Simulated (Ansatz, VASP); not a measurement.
# Ge in VASP and in Ansatz

```xyz
2
Lattice="3.9010 0.0000 0.0000 -1.9505 3.3784 0.0000 0.0000 0.0000 28.0000" Properties=species:S:1:pos:R:3 pbc="T T T"
Ge    0.0000    2.2522   14.2935
Ge    1.9505    1.1261   13.7065
```

Alike in both runs: task single point; functional PBE; dispersion D3(BJ); k mesh 12 × 12 × 1; occupations gaussian, width 0.1 eV; no spin polarisation.

```csv
,VASP,Ansatz
version,VASP 6.6.1,Ansatz 0.2.0
potentials or method,"VASP PAW PBE potentials, release 64 (Ge_d), cutoff 520 eV","scalar-relativistic, plane waves, PAW"
valence electrons in the cell,28,28
```

|  | VASP | Ansatz | Ansatz less VASP |
| --- | --- | --- | --- |
| gap on the k mesh at the Fermi level (eV) | none | none | - |
| rms of the force components (eV/Å) | 0.305 | 0.307 | +0.0022 |

Atom by atom the forces differ by 0.002 eV/Å (rms over components). A gap of «none» marks a metal or a gap that the smearing closes.
